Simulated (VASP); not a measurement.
# In4Sb3As (P3m1) in VASP: a series of runs

The runs below take In4Sb3As through single point, relaxation of cell and atoms, with PBE.

Everything below comes from runs of VASP 6.6.1. Logs are shortened: lines on timing, memory, paths and dates and some standing lists are left out, and cuts for length are marked.

### Step 1. The cell of the first run

It takes space group P3m1 (No. 156, trigonal). The conventional cell has a = 4.603 Å, b = 4.603 Å, c = 15.120 Å, α = 90.00°, β = 90.00°, γ = 120.00°. In (site symmetry 3m) has 4 Sb at 2.84 to 2.87 Å within 3.7 Å. Within 3.5 Å of In (site symmetry 3m) lie 1 As at 2.69 Å and 3 Sb at 2.85 Å. Within 3.6 Å of In (site symmetry 3m) lie 3 As at 2.77 Å and 1 Sb at 2.89 Å. In (site symmetry 3m) has 4 Sb at 2.84 to 2.86 Å within 3.7 Å. Within 3.7 Å of Sb (site symmetry 3m) lie 4 In at 2.84 to 2.87 Å. Within 3.7 Å of Sb (site symmetry 3m) lie 4 In at 2.84 to 2.89 Å. Within 3.7 Å of Sb (site symmetry 3m) lie 4 In at 2.85 to 2.86 Å. Within 3.5 Å of As (site symmetry 3m) lie 4 In at 2.69 to 2.77 Å.

### Step 2. Single point, PBE

File INCAR:

```
PREC = Accurate
ENCUT = 520
EDIFF = 1E-6
ISMEAR = 0
SIGMA = 0.1
LREAL = F
LASPH = T
NELM = 60
ALGO = Normal
ISIF = 2
LWAVE = F
LCHARG = F
GGA = PE
NBANDS = 46
```

File KPOINTS:

```
regular mesh
0
Gamma
  6 6 2
```

File POSCAR:

```
In4Sb3As
1.0
    4.6025836801     -0.0000000031      0.0000000000
   -2.3012918373      3.9859543916      0.0000000000
    0.0000000000      0.0000000000     15.1195373888
In Sb As
4 3 1
Direct
    0.6666666667      0.3333333333      0.2471094245
    0.6666666667      0.3333333333      0.7608164280
    0.3333333333      0.6666666667     -0.0105955575
    0.3333333333      0.6666666667      0.5040129916
    0.6666666667      0.3333333333      0.4369564876
    0.3333333333      0.6666666667      0.1804887072
    0.3333333333      0.6666666667      0.6934387410
    0.6666666667      0.3333333333      0.9387726976
```

Potentials or basis: VASP PAW PBE potentials, release 64 (In_d, Sb, As).

On the command line:

```bash
cat potpaw_PBE.64/In_d/POTCAR potpaw_PBE.64/Sb/POTCAR potpaw_PBE.64/As/POTCAR > POTCAR
mpirun -np 1 vasp_std > vasp.out
```

OUTCAR:

```text
PREC = Accurate
   ENCUT = 520
   EDIFF = 1E-6
   ISMEAR = 0
   LREAL = F
   LASPH = T
   NELM = 60
   ISIF = 2
   GGA = PE

 ion  position               nearest neighbor table
   1  0.667  0.333  0.247-   6 2.84   6 2.84   6 2.84   5 2.87
   2  0.667  0.333  0.761-   8 2.69   7 2.85   7 2.85   7 2.85
   3  0.333  0.667  0.989-   8 2.77   8 2.77   8 2.77   6 2.89
   4  0.333  0.667  0.504-   5 2.84   5 2.84   5 2.84   7 2.86
   5  0.667  0.333  0.437-   4 2.84   4 2.84   4 2.84   1 2.87
   6  0.333  0.667  0.180-   1 2.84   1 2.84   1 2.84   3 2.89
   7  0.333  0.667  0.693-   2 2.85   2 2.85   2 2.85   4 2.86
   8  0.667  0.333  0.939-   2 2.69   3 2.77   3 2.77   3 2.77

  LATTYP: Found a hexagonal cell.
 ALAT       =     4.6025836801
 C/A-ratio  =     3.2850108634

  Lattice vectors:

 A1 = (   4.6025836801,  -0.0000000031,   0.0000000000)
 A2 = (  -2.3012918373,   3.9859543916,   0.0000000000)
 A3 = (   0.0000000000,   0.0000000000,  15.1195373888)

Analysis of symmetry for initial positions (statically):
=====================================================================
 Subroutine PRICEL returns:
 Original cell was already a primitive cell.

 Routine SETGRP: Setting up the symmetry group for a
 hexagonal supercell.

 Subroutine GETGRP returns: Found  6 space group operations
 (whereof  6 operations were pure point group operations)
 out of a pool of 24 trial point group operations.

The static configuration has the point symmetry C_3v.

Analysis of symmetry for dynamics (positions and initial velocities):
=====================================================================
 Subroutine PRICEL returns:
 Original cell was already a primitive cell.

 Routine SETGRP: Setting up the symmetry group for a
 hexagonal supercell.

 Subroutine GETGRP returns: Found  6 space group operations
 (whereof  6 operations were pure point group operations)
 out of a pool of 24 trial point group operations.

The dynamic configuration has the point symmetry C_3v.

 Subroutine INISYM returns: Found  6 space group operations
 (whereof  6 operations are pure point group operations),
 and found     1 'primitive' translations

----------------------------------------------------------------------------------------

                                     Primitive cell

  volume of cell :     277.3783

  direct lattice vectors                    reciprocal lattice vectors
     4.602583680 -0.000000003  0.000000000     0.217269271  0.125440472  0.000000000
    -2.301291837  3.985954392  0.000000000     0.000000000  0.250880944  0.000000000
     0.000000000  0.000000000 15.119537389     0.000000000  0.000000000  0.066139590

  length of vectors
     4.602583680  4.602583680 15.119537389     0.250880944  0.250880944  0.066139590

  position of ions in fractional coordinates (direct lattice)
     0.666666667  0.333333333  0.247109425
     0.666666667  0.333333333  0.760816428
     0.333333333  0.666666667  0.989404443
     0.333333333  0.666666667  0.504012992
     0.666666667  0.333333333  0.436956488
     0.333333333  0.666666667  0.180488707
     0.333333333  0.666666667  0.693438741
     0.666666667  0.333333333  0.938772698

  ion indices of the primitive-cell ions
   primitive index   ion index
                 1           1
                 2           2
                 3           3
                 4           4
                 5           5
                 6           6
                 7           7
                 8           8

----------------------------------------------------------------------------------------

 KPOINTS: regular mesh

Automatic generation of k-mesh.
 Grid dimensions read from file:
 generate k-points for:    6    6    2

 Generating k-lattice:

  Cartesian coordinates                     Fractional coordinates (reciprocal lattice)
     0.036211545  0.020906745  0.000000000     0.166666667  0.000000000  0.000000000
     0.000000000  0.041813491  0.000000000     0.000000000  0.166666667  0.000000000
     0.000000000  0.000000000  0.033069795     0.000000000  0.000000000  0.500000000

  Length of vectors
     0.041813491  0.041813491  0.033069795

  Shift w.r.t. Gamma in fractional coordinates (k-lattice)
     0.000000000  0.000000000  0.000000000

 Subroutine IBZKPT returns following result:
 ===========================================

 Found     14 irreducible k-points:

 Following reciprocal coordinates:
            Coordinates               Weight
  0.000000  0.000000  0.000000      1.000000
  0.166667  0.000000  0.000000      6.000000
  0.333333  0.000000  0.000000      6.000000
  0.500000  0.000000  0.000000      3.000000
  0.166667  0.166667  0.000000      6.000000
  0.333333  0.166667  0.000000     12.000000
  0.333333  0.333333  0.000000      2.000000
  0.000000  0.000000  0.500000      1.000000
  0.166667  0.000000  0.500000      6.000000
  0.333333  0.000000  0.500000      6.000000
  0.500000  0.000000  0.500000      3.000000
[... 31 lines left out ...]
   PSTRESS=    0.0 pullay stress
   NELECT =      72.0000    total number of electrons
   NUPDOWN=      -1.0000    fix difference up-down
   EMIN   =  10.00;   EMAX   =-10.00  energy-range for DOS
   EFERMI =   0.00;   METHOD = LEGACY
   ISMEAR =     0;   SIGMA  =   0.10  broadening in eV -4-tet -1-fermi 0-gaus
   EFERMI_NEDOS =   21; number of points for ismear=-14 and -15
   IALGO  =     38    algorithm
   IMIX   =      4    mixing-type and parameters
     AMIX     =   0.40;   BMIX     =  1.00
     AMIX_MAG =   1.60;   BMIX_MAG =  1.00
  volume/ion in A,a.u.               =      34.67       233.98
  Fermi-wavevector in a.u.,A,eV,Ry     =   1.044307  1.973454 14.838200  1.090577
  Thomas-Fermi vector in A             =   2.179054
   LORBIT       =      0    0 simple, 1 ext, 2 COOP (PROOUT), +10 PAW based schemes
   GGA     = PE    functional components
   LHFCALC =     F    Hartree Fock is set to
   AEXX    =    0.0000 exact exchange contribution
   IVDW    =     0    specifies the selected vdW correction
   LEPSILON=     F    determine dielectric tensor
   LRPA    =     F    only Hartree local field effects (RPA)
 non-spin polarized calculation
 Gauss-broadening in eV      SIGMA  =   0.10
  energy-cutoff  :      520.00
  volume of cell :      277.38
 maximum number of plane-waves:      7539
 NGX is ok and might be reduce to    36
   NGX = 17   NGY = 17   NGZ = 57

 number of electron      72.0000001 magnetization

 Free energy of the ion-electron system (eV)
  ---------------------------------------------------
  ext. energy  EPLUGINS =         0.00000000
  ---------------------------------------------------
  free energy    TOTEN  =       -28.33234921 eV

  energy without entropy =      -28.32954441  energy(sigma->0) =      -28.33094681

 E-fermi :   4.3985     XC(G=0):  -8.4820

 val. band max:        4.3451329479   @ k =   0.0000   0.0000   0.5000
 cond. band min:       4.4418483911   @ k =   0.0000   0.0000   0.0000
 fundamental gap:      0.0967154432
 Fermi energy:         4.3984621429

 k-point     1 :       0.0000    0.0000    0.0000
  band No.  band energies     occupation
      1     -10.2865      2.00000
      2     -10.2327      2.00000
      3     -10.2327      2.00000
      4     -10.1787      2.00000
      5     -10.1787      2.00000
      6     -10.1507      2.00000
[... 38 lines left out ...]
     45       7.9961      0.00000
     46       8.0267      0.00000

 k-point     2 :       0.1667    0.0000    0.0000
  band No.  band energies     occupation
      1     -10.2895      2.00000
      2     -10.2391      2.00000
      3     -10.2271      2.00000
      4     -10.1811      2.00000
      5     -10.1776      2.00000
      6     -10.1593      2.00000
[... 38 lines left out ...]
     45       7.9751      0.00000
     46       8.6075      0.00000

 k-point     3 :       0.3333    0.0000    0.0000
  band No.  band energies     occupation
      1     -10.3016      2.00000
      2     -10.2454      2.00000
      3     -10.2176      2.00000
      4     -10.1850      2.00000
      5     -10.1761      2.00000
      6     -10.1738      2.00000
[... 528 lines left out ...]
     45       8.4338      0.00000
     46       8.5502      0.00000

 k-point    14 :       0.3333    0.3333    0.5000
  band No.  band energies     occupation
      1     -10.3049      2.00000
      2     -10.2506      2.00000
      3     -10.2160      2.00000
      4     -10.1826      2.00000
      5     -10.1802      2.00000
      6     -10.1769      2.00000
[... 38 lines left out ...]
     45       9.4016      0.00000
     46       9.4065      0.00000

------------------------ aborting loop because EDIFF is reached ----------------------------------------

  FORCE on cell =-STRESS in cart. coord.  units (eV):
  Direction    XX          YY          ZZ          XY          YZ          ZX
  --------------------------------------------------------------------------------------
  -------------------------------------------------------------------------------------
  Total        0.1804785      0.1804785      0.1643920      0.0000000      0.0000000      0.0000000
  in kB        1.0424700      1.0424700      0.9495522      0.0000000      0.0000000      0.0000000
  external PRESSURE =       1.0114974 kB  Pullay stress =       0.0000000 kB

 VOLUME and BASIS-vectors are now :
 -----------------------------------------------------------------------------
  energy-cutoff  :      520.00
  volume of cell :      277.38
      direct lattice vectors                 reciprocal lattice vectors
     4.602583680 -0.000000003  0.000000000     0.217269271  0.125440472  0.000000000
    -2.301291837  3.985954392  0.000000000     0.000000000  0.250880944  0.000000000
     0.000000000  0.000000000 15.119537389     0.000000000  0.000000000  0.066139590

 POSITION                                       TOTAL-FORCE (eV/Angst)
 -----------------------------------------------------------------------------------
      2.30129      1.32865      3.73618        -0.000000     -0.000000     -0.006498
      2.30129      1.32865     11.50319         0.000000     -0.000000     -0.001092
      0.00000      2.65730     14.95934         0.000000     -0.000000      0.009042
      0.00000      2.65730      7.62044        -0.000000      0.000000     -0.001040
      2.30129      1.32865      6.60658         0.000000     -0.000000      0.005058
      0.00000      2.65730      2.72891         0.000000      0.000000      0.002221
      0.00000      2.65730     10.48447         0.000000      0.000000     -0.002781
      2.30129      1.32865     14.19381        -0.000000      0.000000     -0.004911
 -----------------------------------------------------------------------------------
    total drift:                               -0.000000      0.000000     -0.002794

  FREE ENERGIE OF THE ION-ELECTRON SYSTEM (eV)
  ---------------------------------------------------
  free  energy   TOTEN  =       -28.3323492060 eV

  energy  without entropy=      -28.3295444076  energy(sigma->0) =      -28.33094681
```

It took 2.5 min on 1 thread of Intel Xeon 6975P-C (Granite Rapids), shared host; peak memory 0.46 GiB.

What came out:

* Free energy: -28.3323 eV
* Pressure: 0.1 GPa
* Largest force: 0.009 eV/Å
* Band gap on the k mesh: zero (bands 36 and 37 overlap by 0.10 eV)

Forces in eV/Å, atoms in the order of the input:
```
In   0.000  0.000 -0.006
In   0.000  0.000 -0.001
In   0.000  0.000  0.009
In   0.000  0.000 -0.001
Sb   0.000  0.000  0.005
Sb   0.000  0.000  0.002
Sb   0.000  0.000 -0.003
As   0.000  0.000 -0.005
```

Caveat: semilocal functionals underestimate gaps, so a narrow gap can read as zero; spin-orbit coupling is left out, which moves the levels of the heavy elements.

### Step 3. Single point, PBE

This run uses another cell than the first one, of 27.02 Å³/atom.

File INCAR:

```
SYSTEM = In4Sb3As
ALGO     = Normal         ! electronic algorithm
EDIFF    = 1E-6           ! SCF threshold, eV
ENCUT    = 520            ! plane-wave cutoff, eV
GGA      = PE             ! functional
ISIF     = 2              ! what is computed and relaxed
ISMEAR   = 0              ! smearing method
LASPH    = .TRUE.         ! aspherical terms in the spheres
LCHARG   = .FALSE.        ! write CHGCAR
LREAL    = .FALSE.        ! projectors in reciprocal space
LWAVE    = .FALSE.        ! write WAVECAR
NBANDS   = 46             ! bands
NELM     = 100            ! most SCF steps
PREC     = Accurate       ! precision mode
SIGMA    = 0.1            ! smearing width, eV
```

File KPOINTS:

```
k-points
0
G
  6 6 2
  0 0 0
```

File POSCAR:

```
In4Sb3As
1.0
    4.2342082100      0.0000000000      0.0000000000
   -2.1171041000      3.6669318700      0.0000000000
    0.0000000000      0.0000000000     13.9237350800
In Sb As
4 3 1
Direct
    0.6666666700      0.3333333300      0.2502940600
    0.6666666700      0.3333333300      0.7502940600
    0.3333333300      0.6666666700      0.0002940600
    0.3333333300      0.6666666700      0.5002940600
    0.6666666700      0.3333333300      0.4374559200
    0.3333333300      0.6666666700      0.1874559200
    0.3333333300      0.6666666700      0.6874559200
    0.6666666700      0.3333333300      0.9374559200
```

Potentials or basis: VASP PAW PBE potentials, release 64 (In_d, Sb, As).

On the command line:

```bash
cat potpaw_PBE.64/In_d/POTCAR potpaw_PBE.64/Sb/POTCAR potpaw_PBE.64/As/POTCAR > POTCAR
mpirun -np 1 vasp_std > vasp.out
```

Wall time 1.7 min (1 thread of Intel Xeon 6975P-C (Granite Rapids), shared host); peak memory 0.39 GiB.

Results (log left out):

```yaml
Free_energy: -25.3525 eV
Pressure: 18.4 GPa
Largest_force: 1.479 eV/Å
Band_gap_on_the_k_mesh: 0.25 eV
```

Forces on the atoms (eV/Å):
```
In   0.000  0.000  0.055
In   0.000  0.000  1.479
In   0.000  0.000 -1.340
In   0.000  0.000  0.099
Sb   0.000  0.000 -0.090
Sb   0.000  0.000 -0.167
Sb   0.000  0.000  0.103
As   0.000  0.000 -0.140
```

Stress tensor (GPa, compression positive):
```
18.40  0.00  0.00
 0.00 18.40  0.00
 0.00  0.00 18.27
```

Levels at points of the mesh, in eV from the valence-band top:
| k point | band 33 | band 34 | band 35 | band 36 | band 37 | band 38 | band 39 | band 40 |
| --- | --- | --- | --- | --- | --- | --- | --- | --- |
| (0.00, 0.00, 0.00) | -0.76 | -0.23 | 0.00 | 0.00 | 0.25 | 0.95 | 1.47 | 1.50 |
| (0.50, 0.00, 0.00) | -2.43 | -2.38 | -2.37 | -1.42 | 0.90 | 0.93 | 1.14 | 2.06 |
| (0.00, 0.00, 0.50) | -0.40 | -0.40 | -0.18 | -0.18 | 0.58 | 0.91 | 1.75 | 2.11 |
| (0.50, 0.00, 0.50) | -2.23 | -2.19 | -1.78 | -1.72 | 0.93 | 1.01 | 1.13 | 1.32 |

Caveat: the cell stands under pressure; spin-orbit coupling is left out, which moves the levels of the heavy elements; forces of over 1 eV/Å act on the atoms, so gaps and moduli don't describe the material at rest. A k mesh can miss the band edges.

### Step 4. Relaxation of cell and atoms, PBE

This run uses another cell than the first one, of 27.02 Å³/atom.

File INCAR:

```
PREC     = Accurate       # precision mode
ENCUT    = 600            # plane-wave cutoff, eV
EDIFF    = 1E-6           # SCF threshold, eV
ISMEAR   = 0              # smearing method
SIGMA    = 0.1            # smearing width, eV
LREAL    = False          # projectors in reciprocal space
LASPH    = True           # aspherical terms in the spheres
NELM     = 100            # most SCF steps
ALGO     = Normal         # electronic algorithm
ISIF     = 3              # what is computed and relaxed
LWAVE    = False          # write WAVECAR
LCHARG   = False          # write CHGCAR
GGA      = PE             # functional
IBRION   = 2              # ionic algorithm
NSW      = 90             # ionic steps
EDIFFG   = -0.04          # ionic threshold
```

File KPOINTS:

```
Automatic mesh
0
Gamma
  6 6 2
```

POSCAR is that of step 3.

On the command line:

```bash
cat potpaw_PBE.64/In_d/POTCAR potpaw_PBE.64/Sb/POTCAR potpaw_PBE.64/As/POTCAR > POTCAR
mpirun -np 1 vasp_std > vasp.out
```

Wall time 18 min (1 thread of Intel Xeon 6975P-C (Granite Rapids), shared host); peak memory 0.49 GiB.

Results (log left out):

```yaml
Free_energy: -28.3230 eV
Relaxed_volume: 34.76 Å³/atom
Relaxed_cell: a = 4.607 Å, b = 4.607 Å, c = 15.130 Å, α = 90.00°, β = 90.00°, γ = 120.00°
Space_group_after_relaxing_to_0.1_Å: P3m1 (No. 156)
Energy_gained_by_relaxing: 371.3 meV/atom
Ionic_steps: 12
Pressure_after_relaxing: 0.0 GPa
Largest_force_after_relaxing: 0.027 eV/Å
Band_gap_on_the_k_mesh: zero (bands 36 and 37 overlap by 0.10 eV)
```

Forces on the atoms (eV/Å):
```
In   0.000  0.000 -0.012
In   0.000  0.000  0.002
In   0.000  0.000  0.017
In   0.000  0.000  0.013
Sb   0.000  0.000 -0.027
Sb   0.000  0.000  0.007
Sb   0.000  0.000  0.015
As   0.000  0.000 -0.015
```

Step by step:
```csv
step,energy change (eV),largest force (eV/Å),pressure (GPa),volume (Å³)
1,0.0000,1.4790,18.39,216.19
2,-2.1487,0.2220,-4.23,328.46
3,-2.9015,0.4589,-0.02,279.20
4,-2.9012,0.4485,-0.21,280.58
5,-2.9205,0.3278,-0.18,280.16
6,-2.9497,0.2873,-0.05,278.92
7,-2.9503,0.3012,-0.05,278.71
8,-2.9618,0.1451,0.08,277.72
9,-2.9655,0.1866,0.22,276.59
10,-2.9674,0.1375,-0.17,279.26
11,-2.9688,0.0964,-0.02,278.17
12,-2.9701,0.0273,0.01,278.05
```

Final structure:
```
In Sb As
1.0
     4.60653    0.00000    0.00000
    -2.30326    3.98937    0.00000
     0.00000    0.00000   15.13014
In Sb As
4 3 1
Direct
  0.66667 0.33333 0.24736
  0.66667 0.33333 0.76065
  0.33333 0.66667 0.98934
  0.33333 0.66667 0.50386
  0.66667 0.33333 0.43733
  0.33333 0.66667 0.18055
  0.33333 0.66667 0.69319
  0.66667 0.33333 0.93872
```

Levels at points of the mesh, in eV from the Fermi level:
```
           k point  band 33  band 34  band 35  band 36  band 37  band 38  band 39  band 40
(0.00, 0.00, 0.00)    -0.40    -0.40    -0.22     0.04     0.04     0.28     0.78     1.07
(0.50, 0.00, 0.00)    -1.73    -1.68    -1.51    -0.95     0.86     1.04     1.19     1.57
(0.00, 0.00, 0.50)    -0.23    -0.23    -0.10    -0.05    -0.05     0.67     0.91     1.08
(0.50, 0.00, 0.50)    -1.56    -1.44    -1.24    -1.10     0.80     0.99     1.23     1.36
```

Caveat: the volume moved by over 15 % at a fixed basis, so the end points are rough; semilocal functionals underestimate gaps, so a narrow gap can read as zero; spin-orbit coupling is left out, which moves the levels of the heavy elements.

### Step 5. The runs side by side

| task | cell | cutoff (eV) | gap on the mesh (eV) | pressure (GPa) | largest force (eV/Å) |
| --- | --- | --- | --- | --- | --- |
| single point | a = 4.603, b = 4.603, c = 15.120 Å, angles 90.0, 90.0, 120.0°, 8 atoms, atomic positions A | 520 | none | 0.1 | 0.01 |
| single point | a = 4.234, b = 4.234, c = 13.924 Å, angles 90.0, 90.0, 120.0°, 8 atoms, atomic positions B | 520 | 0.25 | 18.4 | 1.48 |
| relaxation of cell and atoms | relaxed from a = 4.234, b = 4.234, c = 13.924 Å, angles 90.0, 90.0, 120.0°, 8 atoms, atomic positions B | 600 | none | 0.0 | 0.03 |

Alike in all rows: level PBE; potentials or basis VASP PAW PBE potentials, release 64 (In_d, Sb, As); no spin polarisation; k mesh 6 × 6 × 2; smearing gaussian 0.1 eV.

Caveats: spin-orbit coupling is left out, which moves the levels of the heavy elements; semilocal functionals underestimate gaps, so a narrow gap can read as zero (at least some runs); the cell stands under pressure (at least some runs); forces of over 1 eV/Å act on the atoms, so gaps and moduli don't describe the material at rest (at least some runs); the volume moved by over 15 % at a fixed basis, so the end points are rough (at least some runs).

Total energies depend on the potentials used, so only differences within one code and one set of settings carry meaning.
